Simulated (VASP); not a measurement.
# Ni (Fmmm) in VASP: further runs, part 2 of 2

VASP 6.6.1. Earlier steps stand in the parts before.

## Step 3: Single point, PBE, collinear spin, ferromagnetic start

Input file INCAR:

```
ALGO = Fast
EDIFF = 1E-6
ENCUT = 520
GGA = PE
ISIF = 2
ISMEAR = 0
ISPIN = 2
LASPH = True
LCHARG = True
LELF = True
LMAXMIX = 4
LORBIT = 11
LREAL = False
LVHAR = True
LWAVE = False
MAGMOM = 0.75
NBANDS = 15
NELM = 150
PREC = Accurate
SIGMA = 0.15
```

Input file KPOINTS:

```
k-points
0
Gamma
  22 22 22
```

Input file POSCAR:

```
Ni
1.0
    0.0000000000      1.7356514970      1.9349515017
    1.6065374604      0.0000000000      1.9349515017
    1.6065374604      1.7356514970      0.0000000000
Ni
1
Direct
    0.0000000000      0.0000000000      0.0000000000
```

Potentials or basis: VASP PAW PBE potentials, release 64 (Ni).

Command:

```
$ cat potpaw_PBE.64/Ni/POTCAR > POTCAR
$ mpirun -np 1 vasp_std > vasp.out
```

OUTCAR:

```text
EDIFF = 1E-6
   ENCUT = 520
   GGA = PE
   ISIF = 2
   ISMEAR = 0
   ISPIN = 2
   LASPH = True
   LORBIT = 11
   LREAL = False
   NELM = 150
   PREC = Accurate

 ion  position               nearest neighbor table
   1  0.000  0.000  0.000-

  LATTYP: Found a face centered orthorhombic cell.
 ALAT       =     3.2130749208
 B/A-ratio  =     1.0803678967
 C/A-ratio  =     1.2044235191

  Lattice vectors:

 A1 = (   0.0000000000,   1.7356514970,   1.9349515017)
 A2 = (   1.6065374604,   0.0000000000,   1.9349515017)
 A3 = (   1.6065374604,   1.7356514970,   0.0000000000)

Analysis of symmetry for initial positions (statically):
=====================================================================
 Subroutine PRICEL returns:
 Original cell was already a primitive cell.

 Routine SETGRP: Setting up the symmetry group for a
 face centered orthorhombic supercell.

 Subroutine GETGRP returns: Found  8 space group operations
 (whereof  8 operations were pure point group operations)
 out of a pool of  8 trial point group operations.

The static configuration has the point symmetry D_2h.

Analysis of symmetry for dynamics (positions and initial velocities):
=====================================================================
 Subroutine PRICEL returns:
 Original cell was already a primitive cell.

 Routine SETGRP: Setting up the symmetry group for a
 face centered orthorhombic supercell.

 Subroutine GETGRP returns: Found  8 space group operations
 (whereof  8 operations were pure point group operations)
 out of a pool of  8 trial point group operations.

The dynamic configuration has the point symmetry D_2h.

Analysis of structural, dynamic, and magnetic symmetry:
=====================================================================
 Subroutine PRICEL returns:
 Original cell was already a primitive cell.

 Routine SETGRP: Setting up the symmetry group for a
 face centered orthorhombic supercell.

 Subroutine GETGRP returns: Found  8 space group operations
 (whereof  8 operations were pure point group operations)
 out of a pool of  8 trial point group operations.

The overall configuration has the point symmetry D_2h.

[... 154 lines left out ...]
 k-point     1 :       0.0000    0.0000    0.0000
  band No.  band energies     occupation
      1       0.4296      1.00000
      2       6.5042      1.00000
      3       7.2888      1.00000
      4       7.6351      1.00000
      5       7.6655      1.00000
      6       8.7018      1.00000
      7      33.8125      0.00000
      8      36.0401      0.00000
      9      37.4211      0.00000
     10      38.4697      0.00000
     11      40.0641      0.00000
     12      40.5218      0.00000
     13      41.1509      0.00000
     14      41.5044      0.00000
[... 403 lines left out ...]
      4       8.4875      1.00000
      5       8.7798      1.00000
      6       9.7938      0.00077
      7      15.5532      0.00000
      8      28.3252      0.00000
      9      33.8702      0.00000
     10      35.4873      0.00000
     11      38.0966      0.00000
     12      39.5645      0.00000
     13      45.0005      0.00000
     14      52.7243      0.00000
     15      55.8541      0.00000

 [... further k-points ...]

 spin component 2

 k-point     1 :       0.0000    0.0000    0.0000
  band No.  band energies     occupation
      1       0.4038      1.00000
      2       7.2044      1.00000
      3       8.0171      1.00000
      4       8.2070      1.00000
      5       8.3390      1.00000
      6       9.2665      0.96442
      7      33.6725      0.00000
      8      35.9243      0.00000
      9      37.4180      0.00000
     10      38.5307      0.00000
     11      40.0916      0.00000
     12      40.6189      0.00000
     13      41.3157      0.00000
     14      41.4302      0.00000
[... 403 lines left out ...]
      4       8.7762      1.00000
      5       9.4685      0.45999
      6      10.2093      0.00000
      7      15.9340      0.00000
      8      28.3351      0.00000
      9      33.8713      0.00000
     10      35.5602      0.00000
     11      38.1364      0.00000
     12      39.6093      0.00000
     13      45.0719      0.00000
     14      52.8128      0.00000
     15      55.9246      0.00000

 [... further k-points ...]
[... 5 lines left out ...]
  --------------------------------------------------------------------------------------
  -------------------------------------------------------------------------------------
  Total        0.7607611      0.6805163     -0.7390791     -0.0000000      0.0000000      0.0000000
  in kB      112.9549818    101.0405350   -109.7357214     -0.0000000      0.0000000      0.0000000
  external PRESSURE =      34.7532651 kB  Pullay stress =       0.0000000 kB

 VOLUME and BASIS-vectors are now :
 -----------------------------------------------------------------------------
  energy-cutoff  :      520.00
  volume of cell :       10.79
      direct lattice vectors                 reciprocal lattice vectors
     0.000000000  1.735651497  1.934951502    -0.311228348  0.288076265  0.258404409
     1.606537460  0.000000000  1.934951502     0.311228348 -0.288076265  0.258404409
     1.606537460  1.735651497  0.000000000     0.311228348  0.288076265 -0.258404409

 POSITION                                       TOTAL-FORCE (eV/Angst)
 -----------------------------------------------------------------------------------
      0.00000      0.00000      0.00000         0.000000      0.000000     -0.000000
 -----------------------------------------------------------------------------------
    total drift:                                0.000000     -0.000000      0.000000

  FREE ENERGIE OF THE ION-ELECTRON SYSTEM (eV)
  ---------------------------------------------------
  free  energy   TOTEN  =        -5.4063579813 eV

  energy  without entropy=       -5.3850632334  energy(sigma->0) =       -5.39571061

 total charge

# of ion       s       p       d       tot
------------------------------------------
    1        0.501   0.502   8.330   9.333

 magnetization (x)

# of ion       s       p       d       tot
------------------------------------------
    1       -0.005  -0.022   0.631   0.605
```

OSZICAR:

```text
N       E                     dE             d eps       ncg     rms          rms(c)
DAV:   1     0.333319126024E+02    0.33332E+02   -0.42192E+03 97464   0.861E+02
DAV:   2    -0.495802207411E+01   -0.38290E+02   -0.35588E+02104491   0.163E+02
DAV:   3    -0.639277388804E+01   -0.14348E+01   -0.14191E+01112702   0.310E+01
DAV:   4    -0.640138671930E+01   -0.86128E-02   -0.86113E-02112182   0.229E+00
DAV:   5    -0.640148864059E+01   -0.10192E-03   -0.10192E-03115101   0.222E-01    0.983E+00
RMM:   6    -0.571429877673E+01    0.68719E+00   -0.15845E+00124708   0.134E+01    0.612E+00
RMM:   7    -0.542912087724E+01    0.28518E+00   -0.18467E-01122503   0.445E+00    0.212E+00
RMM:   8    -0.540866289902E+01    0.20458E-01   -0.42724E-03141946   0.401E-01    0.952E-01
RMM:   9    -0.540682565943E+01    0.18372E-02   -0.75543E-04144186   0.183E-01    0.229E-01
RMM:  10    -0.540635973295E+01    0.46593E-03   -0.18470E-04133601   0.141E-01    0.407E-02
RMM:  11    -0.540635560339E+01    0.41296E-05   -0.46470E-05142368   0.474E-02    0.284E-02
RMM:  12    -0.540635792851E+01   -0.23251E-05   -0.84373E-06141240   0.180E-02    0.140E-02
RMM:  13    -0.540635798126E+01   -0.52758E-07   -0.99458E-07100887   0.670E-03
   1 F= -.54063580E+01 E0= -.53957106E+01  d E =-.212947E-01  mag=     0.5949
```

stdout:

```text
POSCAR found type information on POSCAR Ni
 POSCAR found :  1 types and       1 ions
 scaLAPACK will be used
 LDA part: xc-table for (Slater+PW92), standard interpolation
 POSCAR, INCAR and KPOINTS ok, starting setup
 FFT: planning ... GRIDC
 FFT: planning ... GRID_SOFT
 FFT: planning ... GRID
 WAVECAR not read
 entering main loop
WARNING in EDDRMM: call to ZHEGV failed, returncode =   6  3     15
WARNING in EDDRMM: call to ZHEGV failed, returncode =   8  4     15
WARNING in EDDRMM: call to ZHEGV failed, returncode =   8  4     12
WARNING in EDDRMM: call to ZHEGV failed, returncode =   8  4     12
WARNING in EDDRMM: call to ZHEGV failed, returncode =   6  3     13
WARNING in EDDRMM: call to ZHEGV failed, returncode =   6  3     12
WARNING in EDDRMM: call to ZHEGV failed, returncode =   8  4     12
WARNING in EDDRMM: call to ZHEGV failed, returncode =   6  3     11
WARNING in EDDRMM: call to ZHEGV failed, returncode =   6  3     12
WARNING in EDDRMM: call to ZHEGV failed, returncode =   6  3     12
WARNING in EDDRMM: call to ZHEGV failed, returncode =   6  3     11
WARNING in EDDRMM: call to ZHEGV failed, returncode =   6  3     12
WARNING in EDDRMM: call to ZHEGV failed, returncode =   8  4     12
WARNING in EDDRMM: call to ZHEGV failed, returncode =   8  4     11
WARNING in EDDRMM: call to ZHEGV failed, returncode =   6  3     13
```

It took 4 min on 1 thread of Intel Xeon 6975P-C (Granite Rapids), shared host; peak memory 0.44 GiB.

What came out:

- Free energy: -5.4064 eV
- Pressure: 3.5 GPa
- Net moment: 0.59 μB per cell
- Site moments: Ni +0.60 μB
- Valence electrons inside the program's atomic spheres: Ni 9.33

Stress tensor (GPa, compression positive):
```
 11.30   0.00   0.00
  0.00  10.10   0.00
  0.00   0.00 -10.97
```

Caveat: the cell differs from its parent crystal (strain +e along x and -e along y -0.0367, strain +e along z and -e/2 along x and y +0.1000).

## Step 4: Single point, PBE, collinear spin, ferromagnetic start

Input file INCAR:

```
PREC = Accurate
ENCUT = 520
EDIFF = 1E-6
ISMEAR = 0
SIGMA = 0.15
LREAL = F
LASPH = T
NELM = 150
ALGO = Normal
ISIF = 2
LWAVE = F
LCHARG = T
ISPIN = 2
MAGMOM = 0.75
LORBIT = 11
LMAXMIX = 4
GGA = PE
LELF = T
LVHAR = T
NBANDS = 15
```

Input file KPOINTS:

```
regular mesh
0
Gamma
  22 22 22
```

Input file POSCAR:

```
Ni
1.0
    0.0000000000      1.6916753265      2.0229038427
    1.5625612899      0.0000000000      2.0229038427
    1.5625612899      1.6916753265      0.0000000000
Ni
1
Direct
    0.0000000000      0.0000000000      0.0000000000
```

Command:

```
$ cat potpaw_PBE.64/Ni/POTCAR > POTCAR
$ mpirun -np 1 vasp_std > vasp.out
```

Wall time 5 min (1 thread of Intel Xeon Platinum 8488C (Sapphire Rapids), shared host); peak memory 0.44 GiB.

Results (log left out):

```yaml
Free_energy: -5.3127 eV
Pressure: 8.1 GPa
Net_moment: 0.53 μB per cell
Site_moments: Ni +0.54 μB
Valence_electrons_inside_the_program's_atomic_spheres: Ni 9.36
```

Stress tensor (GPa, compression positive):
```
 18.82   0.00   0.00
  0.00  21.00   0.00
  0.00   0.00 -15.46
```

Levels at points of the mesh, in eV from the Fermi level:
Spin up:
| k point | band 3 | band 4 | band 5 | band 6 | band 7 | band 8 |
| --- | --- | --- | --- | --- | --- | --- |
| (0.00, 0.00, 0.00) | -2.09 | -1.86 | -1.52 | -0.57 | 24.96 | 25.35 |
| (0.50, 0.00, 0.00) | -1.63 | -0.66 | -0.27 | -0.09 | 6.18 | 18.17 |
| (0.50, 0.50, 0.00) | -0.41 | -0.34 | -0.32 | -0.32 | 5.87 | 18.89 |
| (0.50, 0.00, 0.50) | -0.94 | -0.68 | 0.26 | 3.35 | 10.34 | 15.00 |
| (0.00, 0.50, 0.50) | -0.81 | -0.51 | 0.21 | 5.61 | 12.62 | 12.65 |
Spin down:
| k point | band 2 | band 3 | band 4 | band 5 | band 6 | band 7 | band 8 | band 9 |
| --- | --- | --- | --- | --- | --- | --- | --- | --- |
| (0.00, 0.00, 0.00) | -2.64 | -1.58 | -1.20 | -0.92 | 0.00 | 24.85 | 25.25 | 28.51 |
| (0.50, 0.00, 0.00) | -2.49 | -1.09 | -0.13 | -0.02 | 0.38 | 6.53 | 18.18 | 24.14 |
| (0.50, 0.50, 0.00) | -3.60 | -0.36 | 0.23 | 0.24 | 0.41 | 6.17 | 18.89 | 19.26 |
| (0.50, 0.00, 0.50) | -3.28 | -0.31 | -0.16 | 0.96 | 3.34 | 10.57 | 14.97 | 15.13 |
| (0.00, 0.50, 0.50) | -3.65 | -0.10 | 0.08 | 0.91 | 5.61 | 12.67 | 12.82 | 12.83 |

Caveat: the cell differs from its parent crystal (strain +e along x and -e along y -0.0367, strain +e along z and -e/2 along x and y +0.1500).

## Step 5: Overview

| cell | gap on the mesh (eV) | pressure (GPa) | moment (μB) |
| --- | --- | --- | --- |
| a = 2.513, b = 2.311, c = 2.680 Å, angles 59.9, 52.7, 67.4°, 1 atom | none | 8.7 | 0.53 |
| a = 2.599, b = 2.515, c = 2.365 Å, angles 64.3, 60.7, 55.1°, 1 atom | none | 3.5 | 0.59 |
| a = 2.637, b = 2.556, c = 2.303 Å, angles 65.5, 61.9, 52.6°, 1 atom | none | 8.1 | 0.53 |

Alike in all rows: task single point; level PBE; potentials or basis VASP PAW PBE potentials, release 64 (Ni); spin collinear, ferromagnetic start; k mesh 22 × 22 × 22; cutoff (eV) 520; smearing gaussian 0.15 eV.

Total energies depend on the potentials used, so only differences within one code and one set of settings carry meaning.
